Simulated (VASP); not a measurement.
# Si4Cl (Im-3m) in VASP: a series of runs

The runs below take Si4Cl through single point, relaxation of cell and atoms, with PBE.

All numbers are computed with VASP 6.6.1; they aren't measurements. Logs are shortened: lines on timing, memory, paths and dates and some standing lists are left out, and cuts for length are marked.

### 1 The cell of the first run

The structure is cubic, space group Im-3m (No. 229). Conventional cell: a = 5.651 Å, b = 5.651 Å, c = 5.651 Å, α = 90.00°, β = 90.00°, γ = 90.00°. Within 3.2 Å of Si (site symmetry -3m) lie 2 Cl at 2.45 Å and 6 Si at 2.83 Å. Cl (site symmetry m-3m) has 8 Si at 2.45 Å within 3.2 Å.

### 2 Single point, PBE

Input file INCAR:

```
SYSTEM = Si4Cl
PREC = Accurate ; ENCUT = 520
EDIFF = 1E-6 ; ISMEAR = 0
SIGMA = 0.1 ; LREAL = .False.
LASPH = .True. ; NELM = 80
ALGO = Normal ; ISIF = 2
LWAVE = .False. ; LCHARG = .False.
GGA = PE ; NBANDS = 20
```

Input file KPOINTS:

```
Automatic mesh
0
Gamma
  4 4 4
  0 0 0
```

Input file POSCAR:

```
Si4Cl
1.0
   -2.8256509200      2.8256509200      2.8256509200
    2.8256509200     -2.8256509200      2.8256509200
    2.8256509200      2.8256509200     -2.8256509200
Si Cl
4 1
Direct
    0.0000000000      0.0000000000      0.5000000000
    0.5000000000      0.0000000000      0.0000000000
    0.0000000000      0.5000000000      0.0000000000
    0.5000000000      0.5000000000      0.5000000000
    0.0000000000      0.0000000000      0.0000000000
```

Potentials or basis: VASP PAW PBE potentials, release 64 (Si, Cl).

The run is started by

```console
$ cat potpaw_PBE.64/Si/POTCAR potpaw_PBE.64/Cl/POTCAR > POTCAR
$ mpirun -np 1 vasp_std > vasp.out
```

OUTCAR:

```text
SYSTEM = Si4Cl
   PREC = Accurate
   ENCUT = 520
   EDIFF = 1E-6
   ISMEAR = 0
   LREAL = .False.
   LASPH = .True.
   NELM = 80
   ISIF = 2
   GGA = PE

 ion  position               nearest neighbor table
   1  0.000  0.000  0.500-   5 2.45   5 2.45   4 2.83   2 2.83   3 2.83   3 2.83   2 2.83   4 2.83

   2  0.500  0.000  0.000-   5 2.45   5 2.45   4 2.83   1 2.83   4 2.83   3 2.83   1 2.83   3 2.83

   3  0.000  0.500  0.000-   5 2.45   5 2.45   4 2.83   1 2.83   2 2.83   1 2.83   4 2.83   2 2.83

   4  0.500  0.500  0.500-   5 2.45   5 2.45   3 2.83   1 2.83   2 2.83   3 2.83   1 2.83   2 2.83

   5  0.000  0.000  0.000-   1 2.45   2 2.45   3 2.45   4 2.45   1 2.45   3 2.45   2 2.45   4 2.45

  LATTYP: Found a body centered cubic cell.
 ALAT       =     5.6513018400

  Lattice vectors:

 A1 = (  -2.8256509200,   2.8256509200,   2.8256509200)
 A2 = (   2.8256509200,  -2.8256509200,   2.8256509200)
 A3 = (   2.8256509200,   2.8256509200,  -2.8256509200)

Analysis of symmetry for initial positions (statically):
=====================================================================
 Subroutine PRICEL returns:
 Original cell was already a primitive cell.

 Routine SETGRP: Setting up the symmetry group for a
 body centered cubic supercell.

 Subroutine GETGRP returns: Found 48 space group operations
 (whereof 48 operations were pure point group operations)
 out of a pool of 48 trial point group operations.

The static configuration has the point symmetry O_h .

Analysis of symmetry for dynamics (positions and initial velocities):
=====================================================================
 Subroutine PRICEL returns:
 Original cell was already a primitive cell.

 Routine SETGRP: Setting up the symmetry group for a
 body centered cubic supercell.

 Subroutine GETGRP returns: Found 48 space group operations
 (whereof 48 operations were pure point group operations)
 out of a pool of 48 trial point group operations.

The dynamic configuration has the point symmetry O_h .

 Subroutine INISYM returns: Found 48 space group operations
 (whereof 48 operations are pure point group operations),
 and found     1 'primitive' translations

----------------------------------------------------------------------------------------

                                     Primitive cell

  volume of cell :      90.2434

  direct lattice vectors                    reciprocal lattice vectors
    -2.825650920  2.825650920  2.825650920     0.000000000  0.176950379  0.176950379
     2.825650920 -2.825650920  2.825650920     0.176950379  0.000000000  0.176950379
     2.825650920  2.825650920 -2.825650920     0.176950379  0.176950379  0.000000000

  length of vectors
     4.894170958  4.894170958  4.894170958     0.250245625  0.250245625  0.250245625

  position of ions in fractional coordinates (direct lattice)
     0.000000000  0.000000000  0.500000000
     0.500000000  0.000000000  0.000000000
     0.000000000  0.500000000  0.000000000
     0.500000000  0.500000000  0.500000000
     0.000000000  0.000000000  0.000000000

  ion indices of the primitive-cell ions
   primitive index   ion index
                 1           1
                 2           2
                 3           3
                 4           4
                 5           5

----------------------------------------------------------------------------------------

 KPOINTS: Automatic mesh

Automatic generation of k-mesh.
 Grid dimensions read from file:
 generate k-points for:    4    4    4

 Generating k-lattice:

  Cartesian coordinates                     Fractional coordinates (reciprocal lattice)
     0.000000000  0.044237595  0.044237595     0.250000000  0.000000000  0.000000000
     0.044237595  0.000000000  0.044237595     0.000000000  0.250000000  0.000000000
     0.044237595  0.044237595  0.000000000     0.000000000  0.000000000  0.250000000

  Length of vectors
     0.062561406  0.062561406  0.062561406

  Shift w.r.t. Gamma in fractional coordinates (k-lattice)
     0.000000000  0.000000000  0.000000000

 Subroutine IBZKPT returns following result:
 ===========================================

 Found      8 irreducible k-points:

 Following reciprocal coordinates:
            Coordinates               Weight
  0.000000  0.000000  0.000000      1.000000
  0.250000  0.000000  0.000000     12.000000
  0.500000  0.000000  0.000000      6.000000
  0.250000  0.250000  0.000000     24.000000
  0.250000  0.250000  0.250000      2.000000
 -0.250000  0.250000  0.250000      6.000000
  0.500000  0.500000  0.250000     12.000000
  0.500000  0.500000  0.500000      1.000000
   k-points           NKPTS =      8   k-points in BZ     NKDIM =      8   number of bands    NBANDS=     20
   number of dos      NEDOS =    301   number of ions     NIONS =      5
   total plane-waves  NPLWV =  46656
   dimension x,y,z NGX =    36 NGY =   36 NGZ =   36
   dimension x,y,z NGXF=    72 NGYF=   72 NGZF=   72
   ions per type =               4   1
   NGX,Y,Z   is equivalent  to a cutoff of  12.23, 12.23, 12.23 a.u.
   NGXF,Y,Z  is equivalent  to a cutoff of  24.46, 24.46, 24.46 a.u.
 SYSTEM =  Si4Cl
   PREC   = accura    normal or accurate (medium, high low for compatibility)
   ISTART =      0    job   : 0-new  1-cont  2-samecut
   ICHARG =      2    charge: 1-file 2-atom 10-const
   ISPIN  =      1    spin polarized calculation?
   LNONCOLLINEAR =      F non collinear calculations
   LSORBIT =      F    spin-orbit coupling
   LASPH  =      T    aspherical Exc in radial PAW
   ENCUT  =  520.0 eV  38.22 Ry    6.18 a.u.   9.10  9.10  9.10*2*pi/ulx,y,z
   NELM   =     80;   NELMIN=  2; NELMDL= -5     # of ELM steps
   EDIFF  = 0.1E-05   stopping-criterion for ELM
   LREAL  =      F    real-space projection
   EDIFFG = 0.1E-04   stopping-criterion for IOM
   NSW    =      0    number of steps for IOM
   IBRION =     -1    ionic relax: 0-MD 1-quasi-New 2-CG
   NFREE  =      0    steps in history (QN), initial steepest desc. (CG)
   ISIF   =      2    stress and relaxation
   ISYM   =      2    0-nonsym 1-usesym 2-fastsym
   POTIM  = 0.5000    time-step for ionic-motion
   TEBEG  =    0.0;   TEEND  =   0.0 temperature during run
   PSTRESS=    0.0 pullay stress
   NELECT =      23.0000    total number of electrons
   NUPDOWN=      -1.0000    fix difference up-down
   EMIN   =  10.00;   EMAX   =-10.00  energy-range for DOS
   EFERMI =   0.00;   METHOD = LEGACY
   ISMEAR =     0;   SIGMA  =   0.10  broadening in eV -4-tet -1-fermi 0-gaus
   EFERMI_NEDOS =   21; number of points for ismear=-14 and -15
   IALGO  =     38    algorithm
   IMIX   =      4    mixing-type and parameters
     AMIX     =   0.40;   BMIX     =  1.00
     AMIX_MAG =   1.60;   BMIX_MAG =  1.00
  volume/ion in A,a.u.               =      18.05       121.80
  Fermi-wavevector in a.u.,A,eV,Ry     =   1.037956  1.961452 14.658272  1.077353
  Thomas-Fermi vector in A             =   2.172418
   LORBIT       =      0    0 simple, 1 ext, 2 COOP (PROOUT), +10 PAW based schemes
   GGA     = PE    functional components
   LHFCALC =     F    Hartree Fock is set to
   AEXX    =    0.0000 exact exchange contribution
   IVDW    =     0    specifies the selected vdW correction
   LEPSILON=     F    determine dielectric tensor
   LRPA    =     F    only Hartree local field effects (RPA)
 non-spin polarized calculation
 Gauss-broadening in eV      SIGMA  =   0.10
  energy-cutoff  :      520.00
  volume of cell :       90.24
 maximum number of plane-waves:      2491
   NGX = 19   NGY = 19   NGZ = 19

 number of electron      23.0000004 magnetization

 Free energy of the ion-electron system (eV)
  ---------------------------------------------------
  ext. energy  EPLUGINS =         0.00000000
  ---------------------------------------------------
  free energy    TOTEN  =       -17.81584937 eV

  energy without entropy =      -17.79202613  energy(sigma->0) =      -17.80393775

 E-fermi :   7.3043     XC(G=0): -10.1439

 val. band max:        7.2628665659   @ k =   0.5000   0.0000   0.0000
 cond. band min:       7.3943905082   @ k =  -0.2500   0.2500   0.2500
 fundamental gap:      0.1315239423
 Fermi energy:         7.3043060637

 k-point     1 :       0.0000    0.0000    0.0000
  band No.  band energies     occupation
      1     -12.3266      2.00000
      2      -2.1847      2.00000
      3      -1.7141      2.00000
      4      -1.7141      2.00000
      5      -1.7141      2.00000
      6       1.8871      2.00000
[... 12 lines left out ...]
     19      14.0913      0.00000
     20      14.0913      0.00000

 k-point     2 :       0.2500    0.0000    0.0000
  band No.  band energies     occupation
      1     -12.2570      2.00000
      2      -3.3580      2.00000
      3      -2.1691      2.00000
      4      -1.6940      2.00000
      5      -0.6877      2.00000
      6       1.2424      2.00000
[... 12 lines left out ...]
     19      12.4416      0.00000
     20      14.0917      0.00000

 k-point     3 :       0.5000    0.0000    0.0000
  band No.  band energies     occupation
      1     -12.1846      2.00000
      2      -3.9142      2.00000
      3      -2.5008      2.00000
      4      -1.6756      2.00000
      5      -0.5669      2.00000
      6       0.8272      2.00000
[... 12 lines left out ...]
     19      13.2992      0.00000
     20      13.4448      0.00000

 k-point     4 :       0.2500    0.2500    0.0000
  band No.  band energies     occupation
      1     -12.1850      2.00000
      2      -3.6727      2.00000
      3      -2.8820      2.00000
      4      -1.9984      2.00000
      5      -0.0388      2.00000
      6       1.8918      2.00000
[... 12 lines left out ...]
     19      12.4699      0.00000
     20      12.8407      0.00000

 k-point     5 :       0.2500    0.2500    0.2500
  band No.  band energies     occupation
      1     -12.1750      2.00000
      2      -3.0657      2.00000
      3      -3.0657      2.00000
      4      -3.0657      2.00000
      5       1.4205      2.00000
      6       1.9889      2.00000
[... 12 lines left out ...]
     19       9.9409      0.00000
     20      11.9912      0.00000

 k-point     6 :      -0.2500    0.2500    0.2500
  band No.  band energies     occupation
      1     -12.1956      2.00000
      2      -3.4024      2.00000
      3      -2.6765      2.00000
      4      -2.6765      2.00000
      5       0.8987      2.00000
      6       2.3587      2.00000
[... 12 lines left out ...]
     19      12.8233      0.00000
     20      12.8233      0.00000

 k-point     7 :       0.5000    0.5000    0.2500
  band No.  band energies     occupation
      1     -12.1320      2.00000
      2      -3.6821      2.00000
      3      -3.0348      2.00000
      4      -2.8444      2.00000
      5       1.4248      2.00000
      6       2.2338      2.00000
[... 12 lines left out ...]
     19      13.7049      0.00000
     20      13.7711      0.00000

 k-point     8 :       0.5000    0.5000    0.5000
  band No.  band energies     occupation
      1     -12.0780      2.00000
      2      -3.4059      2.00000
      3      -3.4059      2.00000
      4      -3.4059      2.00000
      5       2.0017      2.00000
      6       2.0017      2.00000
[... 12 lines left out ...]
     19      14.4936      0.00000
     20      14.5278      0.00000

------------------------ aborting loop because EDIFF is reached ----------------------------------------

  FORCE on cell =-STRESS in cart. coord.  units (eV):
  Direction    XX          YY          ZZ          XY          YZ          ZX
  --------------------------------------------------------------------------------------
  -------------------------------------------------------------------------------------
  Total        2.9690686      2.9690686      2.9690686      0.0000000      0.0000000     -0.0000000
  in kB       52.7127052     52.7127052     52.7127052      0.0000000      0.0000000     -0.0000000
  external PRESSURE =      52.7127052 kB  Pullay stress =       0.0000000 kB

 VOLUME and BASIS-vectors are now :
 -----------------------------------------------------------------------------
  energy-cutoff  :      520.00
  volume of cell :       90.24
      direct lattice vectors                 reciprocal lattice vectors
    -2.825650920  2.825650920  2.825650920     0.000000000  0.176950379  0.176950379
     2.825650920 -2.825650920  2.825650920     0.176950379  0.000000000  0.176950379
     2.825650920  2.825650920 -2.825650920     0.176950379  0.176950379  0.000000000

 POSITION                                       TOTAL-FORCE (eV/Angst)
 -----------------------------------------------------------------------------------
      1.41283      1.41283     -1.41283         0.000000      0.000000      0.000000
     -1.41283      1.41283      1.41283        -0.000000      0.000000      0.000000
      1.41283     -1.41283      1.41283        -0.000000     -0.000000     -0.000000
      1.41283      1.41283      1.41283         0.000000     -0.000000     -0.000000
      0.00000      0.00000      0.00000        -0.000000      0.000000     -0.000000
 -----------------------------------------------------------------------------------
    total drift:                                0.000000     -0.000000     -0.000000

  FREE ENERGIE OF THE ION-ELECTRON SYSTEM (eV)
  ---------------------------------------------------
  free  energy   TOTEN  =       -17.8158493719 eV

  energy  without entropy=      -17.7920261268  energy(sigma->0) =      -17.80393775
```

Wall time 7.5 s (1 thread of AMD EPYC 9R45 (Zen 5), shared host); peak memory 0.17 GiB.

What came out:

```yaml
Free_energy: -17.8158 eV
Pressure: 5.3 GPa
```

Caveat: the k points lie up to 0.39 Å⁻¹ apart; an odd number of electrons without spin polarisation forces a metal; a magnetic or distorted state may lie lower.

### 3 Single point, PBE

This run uses another cell than the first one, of 19.71 Å³/atom, 1.092 times its volume.

Input file INCAR:

```
SYSTEM = Si4Cl
  PREC = Accurate
  ENCUT = 520
  EDIFF = 1E-6
  ISMEAR = 0
  SIGMA = 0.1
  LREAL = .FALSE.
  LASPH = .TRUE.
  NELM = 60
  ALGO = Normal
  ISIF = 2
  LWAVE = .FALSE.
  LCHARG = .FALSE.
  GGA = PE
  NBANDS = 20
```

Input file KPOINTS:

```
Automatic mesh
0
G
  4 4 4
  0 0 0
```

Changes to POSCAR since step 2:

```diff
@@ -2,5 +2,5 @@
 1.0
-   -2.8256509200      2.8256509200      2.8256509200
-    2.8256509200     -2.8256509200      2.8256509200
-    2.8256509200      2.8256509200     -2.8256509200
+   -2.9099080566      2.9099080566      2.9099080566
+    2.9099080566     -2.9099080566      2.9099080566
+    2.9099080566      2.9099080566     -2.9099080566
 Si Cl
```

Potentials or basis: VASP PAW PBE potentials, release 64 (Si, Cl).

The run is started by

```console
$ cat potpaw_PBE.64/Si/POTCAR potpaw_PBE.64/Cl/POTCAR > POTCAR
$ mpirun -np 1 vasp_std > vasp.out
```

Wall time 10 s (1 thread of AMD EPYC 9R45 (Zen 5), shared host); peak memory 0.19 GiB.

The run converged. Its results:

```
Free energy : -17.9563 eV
Pressure    : 0.4 GPa
```

Levels at points of the mesh, in eV from the Fermi level:
```tsv
k point	band 8	band 9	band 10	band 11	band 12	band 13	band 14	band 15
(0.00, 0.00, 0.00)	-5.42	-2.26	-2.26	-2.26	1.76	1.76	1.76	1.76
(0.50, 0.00, 0.00)	-2.48	-2.26	-1.91	-0.70	0.10	0.35	0.55	1.68
(0.50, 0.50, 0.50)	-3.42	-3.42	-1.60	-1.16	-1.16	-1.16	-1.03	5.21
```

Caveat: the k points lie up to 0.38 Å⁻¹ apart; an odd number of electrons without spin polarisation forces a metal; a magnetic or distorted state may lie lower.

[end of part 1 of 2]
